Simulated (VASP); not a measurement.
# Sn (Fd-3m) in VASP: further runs, part 2 of 2

VASP 6.6.1. Earlier steps stand in the parts before.

## Step 3: Single point, LDA

Input file INCAR:

```
SYSTEM = Sn
ALGO = Normal
EDIFF = 1E-6
ENCUT = 520
ISIF = 2
ISMEAR = 1
LASPH = .True.
LCHARG = .False.
LREAL = .False.
LWAVE = .False.
NBANDS = 21
NELM = 60
PREC = Accurate
SIGMA = 0.1
```

Input file KPOINTS:

```
k-points
0
Gamma
  6 6 6
  0 0 0
```

Input file POSCAR:

```
Sn
1.0
    0.0000000000      3.2333428000      3.2333428000
    3.2333428000      0.0000000000      3.2333428000
    3.2333428000      3.2333428000      0.0000000000
Sn
2
Direct
    0.7500000000      0.7500000000      0.7500000000
    0.5000000000      0.5000000000      0.5000000000
```

Potentials or basis: VASP PAW LDA potentials, release 64 (Sn_d).

Command:

```console
cat potpaw_LDA.64/Sn_d/POTCAR > POTCAR
mpirun -np 1 vasp_std > vasp.out
```

OUTCAR:

```text
SYSTEM = Sn
   EDIFF = 1E-6
   ENCUT = 520
   ISIF = 2
   ISMEAR = 1
   LASPH = .True.
   LREAL = .False.
   NELM = 60
   PREC = Accurate

 ion  position               nearest neighbor table
   1  0.750  0.750  0.750-   2 2.80   2 2.80   2 2.80   2 2.80
   2  0.500  0.500  0.500-   1 2.80   1 2.80   1 2.80   1 2.80

  LATTYP: Found a face centered cubic cell.
 ALAT       =     6.4666856000

  Lattice vectors:

 A1 = (   0.0000000000,   3.2333428000,   3.2333428000)
[... 562 lines left out ...]
------------------------ aborting loop because EDIFF is reached ----------------------------------------

  FORCE on cell =-STRESS in cart. coord.  units (eV):
  Direction    XX          YY          ZZ          XY          YZ          ZX
  --------------------------------------------------------------------------------------
  -------------------------------------------------------------------------------------
  Total        0.0905131      0.0905131      0.0905131     -0.0000000     -0.0000000      0.0000000
  in kB        2.1450465      2.1450465      2.1450465     -0.0000000     -0.0000000      0.0000000
  external PRESSURE =       2.1450465 kB  Pullay stress =       0.0000000 kB

 VOLUME and BASIS-vectors are now :
 -----------------------------------------------------------------------------
  energy-cutoff  :      520.00
  volume of cell :       67.61
      direct lattice vectors                 reciprocal lattice vectors
     0.000000000  3.233342800  3.233342800    -0.154638723  0.154638723  0.154638723
     3.233342800  0.000000000  3.233342800     0.154638723 -0.154638723  0.154638723
     3.233342800  3.233342800  0.000000000     0.154638723  0.154638723 -0.154638723

 POSITION                                       TOTAL-FORCE (eV/Angst)
 -----------------------------------------------------------------------------------
      4.85001      4.85001      4.85001        -0.000000     -0.000000     -0.000000
      3.23334      3.23334      3.23334         0.000000      0.000000      0.000000
 -----------------------------------------------------------------------------------
    total drift:                                0.000000      0.000000      0.000000

  FREE ENERGIE OF THE ION-ELECTRON SYSTEM (eV)
  ---------------------------------------------------
  free  energy   TOTEN  =        -8.9062185873 eV

  energy  without entropy=       -8.9061212666  energy(sigma->0) =       -8.90618615
```

OSZICAR:

```text
N       E                     dE             d eps       ncg     rms          rms(c)
DAV:   1     0.225549623104E+03    0.22555E+03   -0.14718E+04   682   0.196E+03
DAV:   2     0.163806000156E+02   -0.20917E+03   -0.20466E+03   682   0.436E+02
DAV:   3    -0.818544334581E+01   -0.24566E+02   -0.24425E+02   777   0.141E+02
DAV:   4    -0.901114016024E+01   -0.82570E+00   -0.82535E+00   767   0.290E+01
DAV:   5    -0.903903058184E+01   -0.27890E-01   -0.27890E-01   951   0.527E+00    0.336E+00
DAV:   6    -0.894963352331E+01    0.89397E-01   -0.40186E-02   836   0.215E+00    0.189E+00
DAV:   7    -0.890550251785E+01    0.44131E-01   -0.62559E-02   727   0.217E+00    0.150E-01
DAV:   8    -0.890614010454E+01   -0.63759E-03   -0.56508E-03   795   0.803E-01    0.519E-02
DAV:   9    -0.890621669867E+01   -0.76594E-04   -0.18288E-04   832   0.102E-01    0.125E-02
DAV:  10    -0.890621833758E+01   -0.16389E-05   -0.11825E-05   890   0.343E-02    0.392E-03
DAV:  11    -0.890621858730E+01   -0.24972E-06   -0.98656E-07   572   0.650E-03
   1 F= -.89062186E+01 E0= -.89061861E+01  d E =-.973207E-04
```

It took 31 s on 1 thread of Intel Xeon 8259CL, shared host; peak memory 0.17 GiB.

Results:

```yaml
Free_energy: -8.9062 eV
Pressure: 0.2 GPa
Band_gap_on_the_k_mesh: zero (band 14 reaches 5.57 eV, above the bottom of band 15 at 5.40 eV)
```

Caveat: spin-orbit coupling is left out, which moves the levels of the heavy elements.

## Step 4: Single point, LDA

Input file INCAR:

```
SYSTEM = Sn
PREC = Accurate ; ENCUT = 520
EDIFF = 1E-6 ; ISMEAR = 1
SIGMA = 0.1 ; LREAL = .FALSE.
LASPH = .TRUE. ; NELM = 100
ALGO = Fast ; ISIF = 2
LWAVE = .FALSE. ; LCHARG = .FALSE.
GGA = CA ; NBANDS = 21
```

Input file KPOINTS:

```
regular mesh
0
G
  6 6 6
  0 0 0
```

POSCAR is that of step 3.

Potentials or basis: VASP PAW LDA potentials, release 64 (Sn_d).

Command:

```console
cat potpaw_LDA.64/Sn_d/POTCAR > POTCAR
mpirun -np 1 vasp_std > vasp.out
```

OUTCAR:

```text
SYSTEM = Sn
   PREC = Accurate
   ENCUT = 520
   EDIFF = 1E-6
   ISMEAR = 1
   LREAL = .FALSE.
   LASPH = .TRUE.
   NELM = 100
   ISIF = 2
   GGA = CA

 ion  position               nearest neighbor table
   1  0.750  0.750  0.750-   2 2.80   2 2.80   2 2.80   2 2.80
   2  0.500  0.500  0.500-   1 2.80   1 2.80   1 2.80   1 2.80

  LATTYP: Found a face centered cubic cell.
 ALAT       =     6.4666856000

  Lattice vectors:

 A1 = (   0.0000000000,   3.2333428000,   3.2333428000)
 A2 = (   3.2333428000,   0.0000000000,   3.2333428000)
 A3 = (   3.2333428000,   3.2333428000,   0.0000000000)

Analysis of symmetry for initial positions (statically):
=====================================================================
 Subroutine PRICEL returns:
 Original cell was already a primitive cell.

 Routine SETGRP: Setting up the symmetry group for a
 face centered cubic supercell.

 Subroutine GETGRP returns: Found 48 space group operations
 (whereof 24 operations were pure point group operations)
 out of a pool of 48 trial point group operations.

The static configuration has the point symmetry T_d .
 The point group associated with its full space group is O_h .
[... 151 lines left out ...]
  free energy    TOTEN  =        -8.90621849 eV

  energy without entropy =       -8.90612104  energy(sigma->0) =       -8.90618601

 E-fermi :   5.4111     XC(G=0):  -9.2368

 val. band max:        5.4045834582   @ k =   0.5000   0.0000   0.0000
 cond. band min:       5.5732394785   @ k =   0.0000   0.0000   0.0000
 fundamental gap:      0.1686560203
 Fermi energy:         5.4110971825

 k-point     1 :       0.0000    0.0000    0.0000
  band No.  band energies     occupation
      1     -16.1456      2.00000
      2     -16.1456      2.00000
      3     -16.1456      2.00000
      4     -16.0828      2.00000
      5     -16.0828      2.00000
      6     -15.7616      2.00000
[... 373 lines left out ...]
     20      14.5464      0.00000
     21      15.7547      0.00000

------------------------ aborting loop because EDIFF is reached ----------------------------------------

  FORCE on cell =-STRESS in cart. coord.  units (eV):
  Direction    XX          YY          ZZ          XY          YZ          ZX
  --------------------------------------------------------------------------------------
  -------------------------------------------------------------------------------------
  Total        0.0694825      0.0694825      0.0694825      0.0000000      0.0000000      0.0000000
  in kB        1.6466484      1.6466484      1.6466484      0.0000000      0.0000000      0.0000000
  external PRESSURE =       1.6466484 kB  Pullay stress =       0.0000000 kB

 VOLUME and BASIS-vectors are now :
 -----------------------------------------------------------------------------
  energy-cutoff  :      520.00
  volume of cell :       67.61
      direct lattice vectors                 reciprocal lattice vectors
     0.000000000  3.233342800  3.233342800    -0.154638723  0.154638723  0.154638723
     3.233342800  0.000000000  3.233342800     0.154638723 -0.154638723  0.154638723
     3.233342800  3.233342800  0.000000000     0.154638723  0.154638723 -0.154638723

 POSITION                                       TOTAL-FORCE (eV/Angst)
 -----------------------------------------------------------------------------------
      4.85001      4.85001      4.85001         0.000000      0.000000     -0.000000
      3.23334      3.23334      3.23334        -0.000000     -0.000000      0.000000
 -----------------------------------------------------------------------------------
    total drift:                                0.000000      0.000000      0.000000

  FREE ENERGIE OF THE ION-ELECTRON SYSTEM (eV)
  ---------------------------------------------------
  free  energy   TOTEN  =        -8.9062184907 eV

  energy  without entropy=       -8.9061210406  energy(sigma->0) =       -8.90618601
```

Wall time 49 s (1 thread of Intel Xeon 8259CL, shared host); peak memory 0.17 GiB.

Results:

```yaml
Free_energy: -8.9062 eV
Pressure: 0.2 GPa
Band_gap_on_the_k_mesh: zero (band 14 reaches 5.57 eV, above the bottom of band 15 at 5.40 eV)
```

Levels at points of the mesh, in eV from the Fermi level:
| k point | band 12 | band 13 | band 14 | band 15 | band 16 | band 17 |
| --- | --- | --- | --- | --- | --- | --- |
| (0.00, 0.00, 0.00) | -0.65 | 0.16 | 0.16 | 0.16 | 2.22 | 2.22 |
| (0.50, 0.00, 0.00) | -6.30 | -1.06 | -1.06 | -0.01 | 3.30 | 3.30 |
| (0.50, 0.50, 0.00) | -7.52 | -2.42 | -2.42 | 0.82 | 0.82 | 7.79 |

Caveat: spin-orbit coupling is left out, which moves the levels of the heavy elements.
